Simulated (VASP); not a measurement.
# Mo (P6_3/mmc) in VASP: notebook, part 2 of 2

VASP 6.6.1.

**3. Single point, PBE+D3(BJ)**

This run uses another cell than the first one, of 15.63 Å³/atom.

Contents of INCAR:

```
SYSTEM = Mo
ALGO     = Normal         ! electronic algorithm
EDIFF    = 1E-6           ! SCF threshold, eV
ENCUT    = 500            ! plane-wave cutoff, eV
GGA      = PE             ! functional
GGA_COMPAT= .False.      
ISIF     = 2              ! what is computed and relaxed
ISMEAR   = 0              ! smearing method
IVDW     = 12             ! dispersion correction
LASPH    = .True.         ! aspherical terms in the spheres
LCHARG   = .False.        ! write CHGCAR
LREAL    = .False.        ! projectors in reciprocal space
LWAVE    = .False.        ! write WAVECAR
NBANDS   = 21             ! bands
NELM     = 120            ! most SCF steps
PREC     = Accurate       ! precision mode
SIGMA    = 0.1            ! smearing width, eV
```

Contents of KPOINTS:

```
k-points
0
Gamma
  18 18 10
  0 0 0
```

Contents of POSCAR:

```
Mo
1.0
    2.7323303847      0.0000000000      0.0000000000
   -1.3661651924      2.3662675247      0.0000000000
    0.0000000000      0.0000000000      4.8354713470
Mo
2
Direct
    0.3333333333      0.6666666667      0.2500000000
    0.6666666667      0.3333333333      0.7500000000
```

Potentials or basis: VASP PAW PBE potentials, release 64 (Mo_sv).

Launch:

```console
cat potpaw_PBE.64/Mo_sv/POTCAR > POTCAR
mpirun -np 1 vasp_std > vasp.out
```

OUTCAR:

```text
SYSTEM = Mo
   EDIFF = 1E-6
   ENCUT = 500
   GGA = PE
   ISIF = 2
   ISMEAR = 0
   IVDW = 12
   LASPH = .True.
   LREAL = .False.
   NELM = 120
   PREC = Accurate
 IVDW          = 12

 ion  position               nearest neighbor table
   1  0.333  0.667  0.250-   2 2.89   2 2.89   2 2.89   2 2.89   2 2.89   2 2.89
   2  0.667  0.333  0.750-   1 2.89   1 2.89   1 2.89   1 2.89   1 2.89   1 2.89

  LATTYP: Found a hexagonal cell.
 ALAT       =     2.7323303847
 C/A-ratio  =     1.7697242523

  Lattice vectors:

 A1 = (   2.7323303847,   0.0000000000,   0.0000000000)
 A2 = (  -1.3661651924,   2.3662675247,   0.0000000000)
 A3 = (   0.0000000000,   0.0000000000,   4.8354713470)

Analysis of symmetry for initial positions (statically):
=====================================================================
 Subroutine PRICEL returns:
 Original cell was already a primitive cell.

 Routine SETGRP: Setting up the symmetry group for a
 hexagonal supercell.

 Subroutine GETGRP returns: Found 24 space group operations
 (whereof 12 operations were pure point group operations)
 out of a pool of 24 trial point group operations.

The static configuration has the point symmetry D_3d.
 The point group associated with its full space group is D_6h.

Analysis of symmetry for dynamics (positions and initial velocities):
=====================================================================
 Subroutine PRICEL returns:
 Original cell was already a primitive cell.

 Routine SETGRP: Setting up the symmetry group for a
 hexagonal supercell.

 Subroutine GETGRP returns: Found 24 space group operations
 (whereof 12 operations were pure point group operations)
 out of a pool of 24 trial point group operations.

The dynamic configuration has the point symmetry D_3d.
 The point group associated with its full space group is D_6h.

 Subroutine INISYM returns: Found 24 space group operations
 (whereof 12 operations are pure point group operations),
 and found     1 'primitive' translations

----------------------------------------------------------------------------------------

                                     Primitive cell

  volume of cell :      31.2634

  direct lattice vectors                    reciprocal lattice vectors
     2.732330385  0.000000000  0.000000000     0.365987951  0.211303242  0.000000000
    -1.366165192  2.366267525  0.000000000     0.000000000  0.422606485  0.000000000
     0.000000000  0.000000000  4.835471347     0.000000000  0.000000000  0.206805072

  length of vectors
     2.732330385  2.732330385  4.835471347     0.422606485  0.422606485  0.206805072

  position of ions in fractional coordinates (direct lattice)
     0.333333333  0.666666667  0.250000000
     0.666666667  0.333333333  0.750000000

  ion indices of the primitive-cell ions
   primitive index   ion index
                 1           1
                 2           2

----------------------------------------------------------------------------------------

 KPOINTS: k-points

Automatic generation of k-mesh.
 Grid dimensions read from file:
 generate k-points for:   18   18   10

 Generating k-lattice:

  Cartesian coordinates                     Fractional coordinates (reciprocal lattice)
     0.020332664  0.011739069  0.000000000     0.055555556 -0.000000000  0.000000000
     0.000000000  0.023478138  0.000000000     0.000000000  0.055555556  0.000000000
     0.000000000  0.000000000  0.020680507     0.000000000  0.000000000  0.100000000

  Length of vectors
     0.023478138  0.023478138  0.020680507

  Shift w.r.t. Gamma in fractional coordinates (k-lattice)
     0.000000000  0.000000000  0.000000000

 Subroutine IBZKPT returns following result:
 ===========================================

 Found    222 irreducible k-points:

 Following reciprocal coordinates:
            Coordinates               Weight
  0.000000  0.000000  0.000000      1.000000
  0.055556 -0.000000  0.000000      6.000000
  0.111111 -0.000000  0.000000      6.000000
  0.166667  0.000000  0.000000      6.000000
  0.222222 -0.000000  0.000000      6.000000
  0.277778  0.000000  0.000000      6.000000
[... 16 lines left out ...]
  0.333333  0.111111  0.000000     12.000000
  0.388889  0.111111  0.000000     12.000000
 [... further k-points ...]
   k-points           NKPTS =    222   k-points in BZ     NKDIM =    222   number of bands    NBANDS=     21
   number of dos      NEDOS =    301   number of ions     NIONS =      2
   total plane-waves  NPLWV =  14400
   dimension x,y,z NGX =    20 NGY =   20 NGZ =   36
   dimension x,y,z NGXF=    40 NGYF=   40 NGZF=   72
   ions per type =               2
   NGX,Y,Z   is equivalent  to a cutoff of  12.17, 12.17, 12.38 a.u.
   NGXF,Y,Z  is equivalent  to a cutoff of  24.34, 24.34, 24.75 a.u.
 SYSTEM =  Mo
   PREC   = accura    normal or accurate (medium, high low for compatibility)
   ISTART =      0    job   : 0-new  1-cont  2-samecut
   ICHARG =      2    charge: 1-file 2-atom 10-const
   ISPIN  =      1    spin polarized calculation?
   LNONCOLLINEAR =      F non collinear calculations
   LSORBIT =      F    spin-orbit coupling
   LASPH  =      T    aspherical Exc in radial PAW
   ENCUT  =  500.0 eV  36.75 Ry    6.06 a.u.   4.98  4.98  8.82*2*pi/ulx,y,z
   NELM   =    120;   NELMIN=  2; NELMDL= -5     # of ELM steps
   EDIFF  = 0.1E-05   stopping-criterion for ELM
   LREAL  =      F    real-space projection
   EDIFFG = 0.1E-04   stopping-criterion for IOM
   NSW    =      0    number of steps for IOM
   IBRION =     -1    ionic relax: 0-MD 1-quasi-New 2-CG
   NFREE  =      0    steps in history (QN), initial steepest desc. (CG)
   ISIF   =      2    stress and relaxation
   ISYM   =      2    0-nonsym 1-usesym 2-fastsym
   POTIM  = 0.5000    time-step for ionic-motion
   TEBEG  =    0.0;   TEEND  =   0.0 temperature during run
   PSTRESS=    0.0 pullay stress
   NELECT =      28.0000    total number of electrons
   NUPDOWN=      -1.0000    fix difference up-down
   EMIN   =  10.00;   EMAX   =-10.00  energy-range for DOS
   EFERMI =   0.00;   METHOD = LEGACY
   ISMEAR =     0;   SIGMA  =   0.10  broadening in eV -4-tet -1-fermi 0-gaus
   EFERMI_NEDOS =   21; number of points for ismear=-14 and -15
   IALGO  =     38    algorithm
   IMIX   =      4    mixing-type and parameters
     AMIX     =   0.40;   BMIX     =  1.00
     AMIX_MAG =   1.60;   BMIX_MAG =  1.00
  volume/ion in A,a.u.               =      15.63       105.49
  Fermi-wavevector in a.u.,A,eV,Ry     =   1.578031  2.982046 33.880984  2.490182
  Thomas-Fermi vector in A             =   2.678623
   LORBIT       =      0    0 simple, 1 ext, 2 COOP (PROOUT), +10 PAW based schemes
   GGA     = PE    functional components
   LHFCALC =     F    Hartree Fock is set to
   AEXX    =    0.0000 exact exchange contribution
   IVDW    =    12    specifies the selected vdW correction
   LEPSILON=     F    determine dielectric tensor
   LRPA    =     F    only Hartree local field effects (RPA)
 non-spin polarized calculation
 Gauss-broadening in eV      SIGMA  =   0.10
  energy-cutoff  :      500.00
  volume of cell :       31.26
 maximum number of plane-waves:       825
 NGX is ok and might be reduce to    20
   NGX =  9   NGY =  9   NGZ = 17

 number of electron      27.9999999 magnetization

 Free energy of the ion-electron system (eV)
  ---------------------------------------------------
  ext. energy  EPLUGINS =         0.00000000
  ---------------------------------------------------
  free energy    TOTEN  =       -20.97773916 eV

  energy without entropy =      -20.96409597  energy(sigma->0) =      -20.97091756

 E-fermi :  12.3000     XC(G=0): -13.3671

 val. band max:       12.2885262033   @ k =   0.3333   0.1667   0.3000
 cond. band min:      12.3049364018   @ k =   0.3889   0.0000   0.3000
 fundamental gap:      0.0164101986
 Fermi energy:        12.3000362173

 k-point     1 :       0.0000    0.0000    0.0000
  band No.  band energies     occupation
      1     -48.5543      2.00000
      2     -48.3751      2.00000
      3     -23.1718      2.00000
      4     -22.0079      2.00000
      5     -21.8505      2.00000
      6     -21.8505      2.00000
[... 13 lines left out ...]
     20      15.7768      0.00000
     21      22.3538      0.00000
[... 529 lines left out ...]
 k-point    24 :       0.3889    0.1111    0.0000
  band No.  band energies     occupation
      1     -48.2704      2.00000
      2     -48.2116      2.00000
      3     -23.1426      2.00000
      4     -22.9847      2.00000
      5     -22.5731      2.00000
      6     -22.3014      2.00000
[... 13 lines left out ...]
     20      21.3674      0.00000
     21      23.8015      0.00000

 [... further k-points ...]

------------------------ aborting loop because EDIFF is reached ----------------------------------------

 Edisp (eV)   -1.42935

 E8    (eV) :    -0.6741

  FORCE on cell =-STRESS in cart. coord.  units (eV):
  Direction    XX          YY          ZZ          XY          YZ          ZX
  --------------------------------------------------------------------------------------
  -------------------------------------------------------------------------------------
  Total       0.11617     0.11617     0.08905    -0.00000    -0.00000     0.00000
  in kB       5.95370     5.95370     4.56381    -0.00000    -0.00000     0.00000
  external pressure =        5.49 kB  Pullay stress =        0.00 kB

 VOLUME and BASIS-vectors are now :
 -----------------------------------------------------------------------------
  energy-cutoff  :      500.00
  volume of cell :       31.26
      direct lattice vectors                 reciprocal lattice vectors
     2.732330385  0.000000000  0.000000000     0.365987951  0.211303242  0.000000000
    -1.366165192  2.366267525  0.000000000     0.000000000  0.422606485  0.000000000
     0.000000000  0.000000000  4.835471347     0.000000000  0.000000000  0.206805072

 POSITION                                       TOTAL-FORCE (eV/Angst)
 -----------------------------------------------------------------------------------
     -0.00000      1.57751      1.20887        -0.000000     -0.000000      0.000000
      1.36617      0.78876      3.62660         0.000000      0.000000      0.000000
 -----------------------------------------------------------------------------------
    total drift:                               -0.000000      0.000000     -0.000000

  FREE ENERGIE OF THE ION-ELECTRON SYSTEM (eV)
  ---------------------------------------------------
  free  energy   TOTEN  =       -22.4070911713 eV

  energy  without entropy=      -22.3934479778  energy(sigma->0) =      -22.40026957
```

It took 52 s on 1 thread of Intel Xeon Platinum 8488C (Sapphire Rapids), shared host; peak memory 0.23 GiB.

Results:

* Free energy: -22.4071 eV
* Pressure: 0.5 GPa
* Band gap on the k mesh: zero (bands 14 and 15 overlap by 1.96 eV)
* Dispersion energy per atom: -0.715 eV

Stress tensor (GPa, compression positive):
```
0.60 0.00 0.00
0.00 0.60 0.00
0.00 0.00 0.46
```

**4. Relaxation of cell and atoms, PBE+D3(BJ)**

Contents of INCAR:

```
SYSTEM = Mo
  PREC = Accurate
  ENCUT = 500
  EDIFF = 1E-7
  ISMEAR = 0
  SIGMA = 0.1
  LREAL = .FALSE.
  LASPH = .TRUE.
  NELM = 120
  ALGO = Normal
  ISIF = 3
  LWAVE = .FALSE.
  LCHARG = .FALSE.
  GGA = PE
  IVDW = 12
  IBRION = 2
  NSW = 100
  EDIFFG = -0.002
  GGA_COMPAT = .FALSE.
  NELMIN = 4
```

Contents of KPOINTS:

```
regular mesh
0
G
  18 18 10
  0 0 0
```

Contents of POSCAR:

```
Mo
1.0
    2.8046577058      0.0000000000      0.0000000000
   -1.4023288529      2.4289048221      0.0000000000
    0.0000000000      0.0000000000      4.5800060336
Mo
2
Direct
    0.3333333333      0.6666666667      0.2500000000
    0.6666666667      0.3333333333      0.7500000000
```

Launch:

```console
cat potpaw_PBE.64/Mo_sv/POTCAR > POTCAR
mpirun -np 1 vasp_std > vasp.out
```

It took 14 min on 1 thread of Intel Xeon Platinum 8488C (Sapphire Rapids), shared host; peak memory 0.24 GiB.

The run converged. Its results:

```yaml
Free_energy: -22.4070 eV
Relaxed_volume: 15.66 Å³/atom
Relaxed_cell: a = 2.734 Å, b = 2.734 Å, c = 4.837 Å, α = 90.00°, β = 90.00°, γ = 120.00°
Space_group_after_relaxing_to_0.1_Å: P6_3/mmc (No. 194)
Energy_gained_by_relaxing: 27.6 meV/atom
Ionic_steps: 29
Pressure_after_relaxing: 0.0 GPa
Band_gap_on_the_k_mesh: zero (bands 14 and 15 overlap by 1.95 eV)
Dispersion_energy_per_atom: -0.713 eV
```

The path:
```tsv
step	energy change (eV)	largest force (eV/Å)	pressure (GPa)	volume (Å³)
1	0.0000	0.0000	-0.74	31.20
2	-0.0103	0.0000	2.34	30.87
3	0.0021	0.0000	12.99	29.87
4	-0.0168	0.0000	5.17	30.58
5	-0.0173	0.0000	7.54	30.35
6	-0.0177	0.0000	6.74	30.43
7	-0.0186	0.0000	6.87	30.42
8	-0.0208	0.0000	7.27	30.39
9	-0.0238	0.0000	8.09	30.33
10	-0.0217	0.0000	9.89	30.20
11	-0.0245	0.0000	8.66	30.29
12	-0.0286	0.0000	8.08	30.35
13	-0.0390	0.0000	6.41	30.55
14	-0.0515	0.0000	3.19	30.95
15	-0.0441	0.0000	-2.57	31.74
16	-0.0536	0.0000	1.19	31.21
17	-0.0536	0.0000	1.34	31.19
18	-0.0542	0.0000	1.11	31.21
19	-0.0551	0.0000	0.47	31.27
20	-0.0553	0.0000	0.15	31.30
21	-0.0553	0.0000	0.12	31.31
22	-0.0553	0.0000	0.07	31.31
23	-0.0553	0.0000	0.00	31.32
24	-0.0553	0.0000	-0.02	31.33
25	-0.0553	0.0000	-0.02	31.33
26	-0.0553	0.0000	-0.02	31.33
27	-0.0553	0.0000	-0.01	31.32
28	-0.0553	0.0000	0.02	31.32
29	-0.0553	0.0000	0.00	31.32
```

Final structure:
```
Mo
1.0
     2.73440    0.00000    0.00000
    -1.36720    2.36806    0.00000
     0.00000    0.00000    4.83748
Mo
2
Direct
  0.33333 0.66667 0.25000
  0.66667 0.33333 0.75000
```

Levels at points of the mesh, in eV from the Fermi level:
```tsv
k point	band 10	band 11	band 12	band 13	band 14	band 15	band 16	band 17	band 18
(0.00, 0.00, 0.00)	-4.84	-1.75	-0.69	-0.69	-0.17	-0.17	0.70	1.45	1.45
(0.50, 0.00, 0.00)	-4.32	-4.20	-1.20	-0.47	-0.31	-0.20	3.80	4.58	4.84
(0.00, 0.00, 0.50)	-5.20	-1.93	-1.93	-0.66	-0.66	-0.66	-0.66	2.79	2.79
(0.50, 0.00, 0.50)	-4.85	-3.41	-3.41	1.24	1.24	1.85	1.85	4.72	4.72
```

**5. Summary**

| task | cell | k mesh | gap on the mesh (eV) | pressure (GPa) |
| --- | --- | --- | --- | --- |
| single point | a = 2.805, b = 2.805, c = 4.580 Å, angles 90.0, 90.0, 120.0°, 2 atoms | 9 × 9 × 4 | none | -1.0 |
| single point | a = 2.732, b = 2.732, c = 4.835 Å, angles 90.0, 90.0, 120.0°, 2 atoms | 18 × 18 × 10 | none | 0.5 |
| relaxation of cell and atoms | relaxed from a = 2.805, b = 2.805, c = 4.580 Å, angles 90.0, 90.0, 120.0°, 2 atoms | 18 × 18 × 10 | none | 0.0 |

Alike in all rows: level PBE+D3(BJ); potentials or basis VASP PAW PBE potentials, release 64 (Mo_sv); no spin polarisation; cutoff (eV) 500; smearing gaussian 0.1 eV.

Caveats: the stress differs along the axes, from -3 to 3 GPa (at least some runs).

Total energies depend on the potentials used, so only differences within one code and one set of settings carry meaning.
